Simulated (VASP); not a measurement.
Set up this calculation in VASP 6.6.1, as the native input.

| Item | Value |
| --- | --- |
| Task | single point |
| Functional | PBE |
| Potentials or basis | VASP PAW PBE potentials, release 64 (B, As) |
| Cutoff | 520 eV |
| k mesh | 4 × 4 × 4 |
| Occupations | gaussian, width 0.1 eV |
| Spin | no spin polarisation |
| Dipole correction | no |
| Further INCAR settings | ALGO = Normal; EDIFF = 1e-06; NBANDS = 23 |

The structure of BAs5 lies in POSCAR:

```
BAs5
1.0
    2.2092681600     -6.4847599300      0.0000000000
    2.2092681600      6.4847599300      0.0000000000
    0.0000000000      0.0000000000      4.4122239500
B As
1 5
Direct
    0.0000000000      0.0000000000      0.0000000000
    0.3365818300      0.6634181700      0.0000000000
    0.6634181700      0.3365818300      0.0000000000
    0.5000000000      0.5000000000      0.5000000000
    0.8341655700      0.1658344300      0.5000000000
    0.1658344300      0.8341655700      0.5000000000
```

These files were run (other wordings do the same):

INCAR

```
PREC = Accurate ; ENCUT = 520
EDIFF = 1E-6 ; ISMEAR = 0
SIGMA = 0.1 ; LREAL = False
LASPH = True ; NELM = 100
ALGO = Normal ; ISIF = 2
LWAVE = False ; LCHARG = False
GGA = PE ; NBANDS = 23
```

KPOINTS

```
regular mesh
0
Gamma
  4 4 4
```

Potentials or basis: VASP PAW PBE potentials, release 64 (B, As).

The run is started by

```bash
$ cat potpaw_PBE.64/B/POTCAR potpaw_PBE.64/As/POTCAR > POTCAR
$ mpirun -np 1 vasp_std > vasp.out
```

It gave:

The pressure is -9.4 GPa. The largest force is 0.047 eV/Å and the band gap on the k mesh is zero (band 14 reaches 5.20 eV, above the bottom of band 15 at 3.82 eV).

Caveat: the k points lie up to 0.38 Å⁻¹ apart.

Run time: 83 s on 1 thread of Intel(R) Xeon(R) Platinum 8488C (Sapphire Rapids), with other jobs on the host, peak memory 0.31 GiB.
